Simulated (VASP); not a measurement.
# Sn (Immm) in VASP: further runs

Sn is run at these levels: LDA, PBEsol; tasks: single point.

Program: VASP 6.6.1. These are calculated values, not measurements. Logs are shortened: lines on timing, memory, paths and dates and some standing lists are left out, and cuts for length are marked.

## (1) The cell of the first run

It takes space group Immm (No. 71, orthorhombic). Conventional cell: a = 3.453 Å, b = 3.551 Å, c = 4.677 Å, α = 90.00°, β = 90.00°, γ = 90.00°. Sn (site symmetry mmm) has 12 Sn at 3.41 to 3.55 Å within 4.5 Å.

## (2) Single point, LDA

Contents of INCAR:

```
SYSTEM = Sn
ALGO = Normal ; EDIFF = 1E-6
ENCUT = 520 ; GGA = CA
ISIF = 2 ; ISMEAR = -1
LASPH = .True. ; LCHARG = .False.
LREAL = .False. ; LWAVE = .False.
NBANDS = 13 ; NELM = 100
PREC = Accurate ; SIGMA = 0.05
```

Contents of KPOINTS:

```
k-points
0
Gamma
  11 11 11
  0 0 0
```

Contents of POSCAR:

```
Sn
1.0
   -1.7265390000      1.7755470000      2.3383420000
    1.7265390000     -1.7755470000      2.3383420000
    1.7265390000      1.7755470000     -2.3383420000
Sn
1
Direct
    0.0000000000      0.0000000000      0.0000000000
```

Potentials or basis: VASP PAW LDA potentials, release 64 (Sn_d).

Run with:

```sh
$ cat potpaw_LDA.64/Sn_d/POTCAR > POTCAR
$ mpirun -np 1 vasp_std > vasp.out
```

OUTCAR:

```text
SYSTEM = Sn
   EDIFF = 1E-6
   ENCUT = 520
   GGA = CA
   ISIF = 2
   ISMEAR = -1
   LASPH = .True.
   LREAL = .False.
   NELM = 100
   PREC = Accurate

 ion  position               nearest neighbor table
   1  0.000  0.000  0.000-

  LATTYP: Found a body centered orthorhombic cell.
 ALAT       =     3.4530780000
 B/A-ratio  =     1.0283851103
 C/A-ratio  =     1.3543522620

  Lattice vectors:

 A1 = (  -1.7265390000,   1.7755470000,   2.3383420000)
 A2 = (   1.7265390000,  -1.7755470000,   2.3383420000)
 A3 = (   1.7265390000,   1.7755470000,  -2.3383420000)

Analysis of symmetry for initial positions (statically):
=====================================================================
 Subroutine PRICEL returns:
 Original cell was already a primitive cell.

 Routine SETGRP: Setting up the symmetry group for a
 body centered orthorhombic supercell.

 Subroutine GETGRP returns: Found  8 space group operations
 (whereof  8 operations were pure point group operations)
 out of a pool of  8 trial point group operations.

The static configuration has the point symmetry D_2h.

Analysis of symmetry for dynamics (positions and initial velocities):
=====================================================================
 Subroutine PRICEL returns:
 Original cell was already a primitive cell.

 Routine SETGRP: Setting up the symmetry group for a
 body centered orthorhombic supercell.

 Subroutine GETGRP returns: Found  8 space group operations
 (whereof  8 operations were pure point group operations)
 out of a pool of  8 trial point group operations.

The dynamic configuration has the point symmetry D_2h.

 Subroutine INISYM returns: Found  8 space group operations
 (whereof  8 operations are pure point group operations),
 and found     1 'primitive' translations

----------------------------------------------------------------------------------------

                                     Primitive cell

  volume of cell :      28.6732

  direct lattice vectors                    reciprocal lattice vectors
    -1.726539000  1.775547000  2.338342000     0.000000000  0.281603359  0.213826720
     1.726539000 -1.775547000  2.338342000     0.289596702  0.000000000  0.213826720
     1.726539000  1.775547000 -2.338342000     0.289596702  0.281603359  0.000000000

  length of vectors
     3.406075069  3.406075069  3.406075069     0.353584952  0.359983494  0.403938983

  position of ions in fractional coordinates (direct lattice)
     0.000000000  0.000000000  0.000000000

  ion indices of the primitive-cell ions
   primitive index   ion index
                 1           1

----------------------------------------------------------------------------------------

 KPOINTS: k-points

Automatic generation of k-mesh.
 Grid dimensions read from file:
 generate k-points for:   11   11   11

 Generating k-lattice:

  Cartesian coordinates                     Fractional coordinates (reciprocal lattice)
     0.000000000  0.025600305  0.019438793     0.090909091  0.000000000 -0.000000000
     0.026326973  0.000000000  0.019438793     0.000000000  0.090909091  0.000000000
     0.026326973  0.025600305  0.000000000    -0.000000000  0.000000000  0.090909091

  Length of vectors
     0.032144087  0.032725772  0.036721726

  Shift w.r.t. Gamma in fractional coordinates (k-lattice)
     0.000000000  0.000000000  0.000000000

 Subroutine IBZKPT returns following result:
 ===========================================

 Found    216 irreducible k-points:

 Following reciprocal coordinates:
            Coordinates               Weight
  0.000000  0.000000  0.000000      1.000000
  0.090909  0.000000  0.000000      4.000000
  0.181818 -0.000000  0.000000      4.000000
  0.272727  0.000000  0.000000      4.000000
  0.363636 -0.000000  0.000000      4.000000
  0.454545  0.000000  0.000000      4.000000
[... 16 lines left out ...]
  0.454545  0.181818  0.000000      8.000000
 -0.454545  0.181818  0.000000      8.000000
 [... further k-points ...]
   k-points           NKPTS =    216   k-points in BZ     NKDIM =    216   number of bands    NBANDS=     13
   number of dos      NEDOS =    301   number of ions     NIONS =      1
   total plane-waves  NPLWV =  21952
   dimension x,y,z NGX =    28 NGY =   28 NGZ =   28
   dimension x,y,z NGXF=    56 NGYF=   56 NGZF=   56
   ions per type =               1
   NGX,Y,Z   is equivalent  to a cutoff of  13.67, 13.67, 13.67 a.u.
   NGXF,Y,Z  is equivalent  to a cutoff of  27.33, 27.33, 27.33 a.u.
 SYSTEM =  Sn
   PREC   = accura    normal or accurate (medium, high low for compatibility)
   ISTART =      0    job   : 0-new  1-cont  2-samecut
   ICHARG =      2    charge: 1-file 2-atom 10-const
   ISPIN  =      1    spin polarized calculation?
   LNONCOLLINEAR =      F non collinear calculations
   LSORBIT =      F    spin-orbit coupling
   LASPH  =      T    aspherical Exc in radial PAW
   ENCUT  =  520.0 eV  38.22 Ry    6.18 a.u.   6.33  6.33  6.33*2*pi/ulx,y,z
   NELM   =    100;   NELMIN=  2; NELMDL= -5     # of ELM steps
   EDIFF  = 0.1E-05   stopping-criterion for ELM
   LREAL  =      F    real-space projection
   EDIFFG = 0.1E-04   stopping-criterion for IOM
   NSW    =      0    number of steps for IOM
   IBRION =     -1    ionic relax: 0-MD 1-quasi-New 2-CG
   NFREE  =      0    steps in history (QN), initial steepest desc. (CG)
   ISIF   =      2    stress and relaxation
   ISYM   =      2    0-nonsym 1-usesym 2-fastsym
   POTIM  = 0.5000    time-step for ionic-motion
   TEBEG  =    0.0;   TEEND  =   0.0 temperature during run
   PSTRESS=    0.0 pullay stress
   NELECT =      14.0000    total number of electrons
   NUPDOWN=      -1.0000    fix difference up-down
   EMIN   =  10.00;   EMAX   =-10.00  energy-range for DOS
   EFERMI =   0.00;   METHOD = LEGACY
   ISMEAR =    -1;   SIGMA  =   0.05  broadening in eV -4-tet -1-fermi 0-gaus
   EFERMI_NEDOS =   21; number of points for ismear=-14 and -15
   IALGO  =     38    algorithm
   IMIX   =      4    mixing-type and parameters
     AMIX     =   0.40;   BMIX     =  1.00
     AMIX_MAG =   1.60;   BMIX_MAG =  1.00
  volume/ion in A,a.u.               =      28.67       193.50
  Fermi-wavevector in a.u.,A,eV,Ry     =   1.289116  2.436076 22.610433  1.661820
  Thomas-Fermi vector in A             =   2.421028
   LORBIT       =      0    0 simple, 1 ext, 2 COOP (PROOUT), +10 PAW based schemes
   GGA     = CA    functional components
   LHFCALC =     F    Hartree Fock is set to
   AEXX    =    0.0000 exact exchange contribution
   IVDW    =     0    specifies the selected vdW correction
   LEPSILON=     F    determine dielectric tensor
   LRPA    =     F    only Hartree local field effects (RPA)
 non-spin polarized calculation
  energy-cutoff  :      520.00
  volume of cell :       28.67
 maximum number of plane-waves:       788
 NGX is ok and might be reduce to    28
   NGX = 13   NGY = 13   NGZ = 13

 number of electron      13.9999998 magnetization

 Free energy of the ion-electron system (eV)
  ---------------------------------------------------
  ext. energy  EPLUGINS =         0.00000000
  ---------------------------------------------------
  free energy    TOTEN  =        -4.40149720 eV

  energy without entropy =       -4.39809722  energy(sigma->0) =       -4.39979721

 E-fermi :   7.2354     XC(G=0): -10.3518

 val. band max:        7.2279250946   @ k =  -0.1818   0.3636   0.0000
 cond. band min:       7.2354966860   @ k =   0.1818   0.1818   0.1818
 fundamental gap:      0.0075715914
 Fermi energy:         7.2354280104

 k-point     1 :       0.0000    0.0000    0.0000
  band No.  band energies     occupation
      1     -14.2167      2.00000
      2     -14.2013      2.00000
      3     -14.1823      2.00000
      4     -14.1524      2.00000
      5     -14.1156      2.00000
      6      -3.5444      2.00000
      7      14.1486      0.00000
      8      14.2993      0.00000
      9      14.6889      0.00000
     10      17.9612      0.00000
     11      18.4350      0.00000
     12      18.9393      0.00000
     13      19.0987      0.00000

 k-point     2 :       0.0909    0.0000    0.0000
  band No.  band energies     occupation
      1     -14.2129      2.00000
      2     -14.1957      2.00000
      3     -14.1810      2.00000
      4     -14.1507      2.00000
      5     -14.1165      2.00000
      6      -3.3854      2.00000
      7      12.6355      0.00000
      8      14.1060      0.00000
      9      14.3937      0.00000
     10      17.3048      0.00000
     11      19.0249      0.00000
     12      19.4852      0.00000
     13      20.5197      0.00000

 k-point     3 :       0.1818   -0.0000    0.0000
  band No.  band energies     occupation
      1     -14.2051      2.00000
      2     -14.1888      2.00000
      3     -14.1779      2.00000
      4     -14.1379      2.00000
      5     -14.1160      2.00000
      6      -2.9089      2.00000
      7       9.9593      0.00000
      8      13.7720      0.00000
      9      13.8026      0.00000
     10      16.9522      0.00000
     11      19.4152      0.00000
     12      19.4155      0.00000
     13      20.3354      0.00000
[... 305 lines left out ...]
 k-point    23 :       0.4545    0.1818    0.0000
  band No.  band energies     occupation
      1     -14.2107      2.00000
      2     -14.1711      2.00000
      3     -14.1527      2.00000
      4     -14.1009      2.00000
      5     -14.0719      2.00000
      6       0.7881      2.00000
      7       3.5579      2.00000
      8       9.0699      0.00000
      9      11.6454      0.00000
     10      14.9883      0.00000
     11      19.6223      0.00000
     12      20.8816      0.00000
     13      22.5766      0.00000

 k-point    24 :      -0.4545    0.1818    0.0000
  band No.  band energies     occupation
      1     -14.2164      2.00000
      2     -14.1764      2.00000
      3     -14.1485      2.00000
      4     -14.1095      2.00000
      5     -14.0700      2.00000
      6      -0.1858      2.00000
      7       4.9676      2.00000
      8       9.6778      0.00000
      9      11.3367      0.00000
     10      14.7113      0.00000
     11      19.6559      0.00000
     12      20.7300      0.00000
     13      22.1039      0.00000

 [... further k-points ...]
[... 5 lines left out ...]
  --------------------------------------------------------------------------------------
  -------------------------------------------------------------------------------------
  Total       -0.7318799     -1.0168172     -0.7737844     -0.0000000      0.0000000      0.0000000
  in kB      -40.8953396    -56.8168148    -43.2368439     -0.0000000      0.0000000      0.0000000
  external PRESSURE =     -46.9829995 kB  Pullay stress =       0.0000000 kB

 VOLUME and BASIS-vectors are now :
 -----------------------------------------------------------------------------
  energy-cutoff  :      520.00
  volume of cell :       28.67
      direct lattice vectors                 reciprocal lattice vectors
    -1.726539000  1.775547000  2.338342000     0.000000000  0.281603359  0.213826720
     1.726539000 -1.775547000  2.338342000     0.289596702  0.000000000  0.213826720
     1.726539000  1.775547000 -2.338342000     0.289596702  0.281603359  0.000000000

 POSITION                                       TOTAL-FORCE (eV/Angst)
 -----------------------------------------------------------------------------------
      0.00000      0.00000      0.00000        -0.000000      0.000000     -0.000000
 -----------------------------------------------------------------------------------
    total drift:                                0.000000     -0.000000     -0.000000

  FREE ENERGIE OF THE ION-ELECTRON SYSTEM (eV)
  ---------------------------------------------------
  free  energy   TOTEN  =        -4.4014972005 eV

  energy  without entropy=       -4.3980972192  energy(sigma->0) =       -4.39979721
```

It took 23 s on 1 thread of Intel Xeon 6975P-C (Granite Rapids), shared host; peak memory 0.19 GiB.

Results:

```
Free energy            : -4.4015 eV
Pressure               : -4.7 GPa
Band gap on the k mesh : zero (band 7 reaches 14.15 eV, above the bottom of band 8 at 5.49 eV)
```

Caveat: spin-orbit coupling is left out, which moves the levels of the heavy elements.

## (3) Single point, PBEsol

This run uses another cell than the first one, of 26.95 Å³/atom, 0.940 times its volume.

Contents of INCAR:

```
SYSTEM = Sn
  ALGO = Fast
  EDIFF = 1E-6
  ENCUT = 520
  GGA = PS
  ISIF = 2
  ISMEAR = -1
  LASPH = .True.
  LCHARG = .False.
  LREAL = .False.
  LWAVE = .False.
  NBANDS = 13
  NELM = 100
  PREC = Accurate
  SIGMA = 0.05
```

KPOINTS is that of step 2.

Contents of POSCAR:

```
Sn
1.0
   -1.6912936206      1.7393011766      2.2906073406
    1.6912936206     -1.7393011766      2.2906073406
    1.6912936206      1.7393011766     -2.2906073406
Sn
1
Direct
    0.0000000000      0.0000000000      0.0000000000
```

Potentials or basis: VASP PAW PBE potentials, release 64 (Sn_d).

Run with:

```sh
$ cat potpaw_PBE.64/Sn_d/POTCAR > POTCAR
$ mpirun -np 1 vasp_std > vasp.out
```

Run time: 41 s. Hardware: 1 thread of Intel Xeon Platinum 8559C (Emerald Rapids), shared host; peak memory 0.2 GiB.

Results (log left out):

```
Free energy            : -4.2373 eV
Pressure               : -0.8 GPa
Band gap on the k mesh : zero (band 7 reaches 15.58 eV, above the bottom of band 8 at 6.15 eV)
```

Stress tensor (GPa, compression positive):
```
-0.05  0.00  0.00
 0.00 -1.88  0.00
 0.00  0.00 -0.51
```

Levels at points of the mesh, in eV from the Fermi level:
```
           k point  band 4  band 5  band 6  band 7  band 8  band 9  band 10  band 11
(0.00, 0.00, 0.00)  -21.37  -21.33  -11.19    7.52    7.67    8.12    10.73    11.53
```

Caveat: the PAW data sets were made with another functional, which shifts forces and pressure a little; spin-orbit coupling is left out, which moves the levels of the heavy elements.

## (4) Single point, PBEsol

This run uses another cell than the first one, of 27.53 Å³/atom, 0.960 times its volume.

Contents of INCAR:

```
SYSTEM = Sn
ALGO = Normal
EDIFF = 1E-6
ENCUT = 520
GGA = PS
ISIF = 2
ISMEAR = -1
LASPH = .TRUE.
LCHARG = .FALSE.
LREAL = .FALSE.
LWAVE = .FALSE.
NBANDS = 13
NELM = 60
PREC = Accurate
SIGMA = 0.05
```

Contents of KPOINTS:

```
k-points
0
G
  11 11 11
  0 0 0
```

Contents of POSCAR:

```
Sn
1.0
   -1.7032045314      1.7515501800      2.3067389097
    1.7032045314     -1.7515501800      2.3067389097
    1.7032045314      1.7515501800     -2.3067389097
Sn
1
Direct
    0.0000000000      0.0000000000      0.0000000000
```

Run with:

```sh
$ cat potpaw_PBE.64/Sn_d/POTCAR > POTCAR
$ mpirun -np 1 vasp_std > vasp.out
```

It took 30 s on 1 thread of Intel Xeon Platinum 8559C (Emerald Rapids), shared host; peak memory 0.2 GiB.

It converged, with:

| Quantity | Value |
| --- | --- |
| Free energy | -4.2326 eV |
| Pressure | -1.9 GPa |
| Band gap on the k mesh | zero (band 7 reaches 15.16 eV, above the bottom of band 8 at 5.95 eV) |

Stress tensor (GPa, compression positive):
```
-1.17  0.00  0.00
 0.00 -2.92  0.00
 0.00  0.00 -1.56
```

Levels at points of the mesh, in eV from the Fermi level:
```csv
k point,band 3,band 4,band 5,band 6,band 7,band 8,band 9,band 10,band 11,band 12
"(0.00, 0.00, 0.00)",-21.41,-21.37,-21.33,-11.05,7.35,7.49,7.93,10.70,11.40,11.91
```

Caveat: the PAW data sets were made with another functional, which shifts forces and pressure a little; spin-orbit coupling is left out, which moves the levels of the heavy elements.

(Continued in part 2 of 2.)
